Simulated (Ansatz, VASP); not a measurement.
## Two plane-wave programs on BN

Contents of INCAR:

```
PREC = Accurate
ENCUT = 600
EDIFF = 1E-6
ISMEAR = 0
SIGMA = 0.01
LREAL = False
LASPH = True
NELM = 120
ALGO = Normal
ISIF = 2
LWAVE = False
LCHARG = False
GGA = PS
NBANDS = 11
GGA_COMPAT = False
```

The input KPOINTS:

```
Automatic mesh
0
Gamma
  10 10 10
```

File POSCAR:

```
BN
1.0
    0.0000000000      1.7189707353      1.7189707353
    1.7189707353      0.0000000000      1.7189707353
    1.7189707353      1.7189707353      0.0000000000
B N
1 1
Direct
    0.0000000000      0.0000000000      0.0000000000
    0.2500000000      0.2500000000      0.2500000000
```

Input for Ansatz:

```yaml
crystal:
  lattice:
    - [0.0, 1.7189707353, 1.7189707353]
    - [1.7189707353, 0.0, 1.7189707353]
    - [1.7189707353, 1.7189707353, 0.0]
  atoms:
    - { symbol: B, position: [0.0, 0.0, 0.0] }
    - { symbol: "N", position: [0.25, 0.25, 0.25] }
scf:
  occupations: { method: fixed }
output:
  forces: true
  stress: true
  eigenvalues: true
hamiltonian:
  xc: pbesol
basis:
  ecutwfc: 600
kpoints:
  mp_grid: { grid: [10, 10, 10] }
```

Alike in both runs: task single point; functional PBEsol; k mesh 10 × 10 × 10; no spin polarisation.

|  | VASP | Ansatz |
| --- | --- | --- |
| version | VASP 6.6.1 | Ansatz 0.2.0 |
| potentials or method | VASP PAW PBE potentials, release 64 (B, N), cutoff 600 eV | scalar-relativistic, plane waves, PAW |
| occupations | gaussian, width 0.01 eV | fixed |
| valence electrons in the cell | 8 | 8 |

|  | VASP | Ansatz | Ansatz less VASP |
| --- | --- | --- | --- |
| gap on the k mesh at the Fermi level (eV) | 4.42 | 4.44 | +0.018 |
| least direct gap on the mesh (eV) | 9.47 | 9.48 | +0.013 |

VASP's potentials were made for PBE, not for PBEsol.
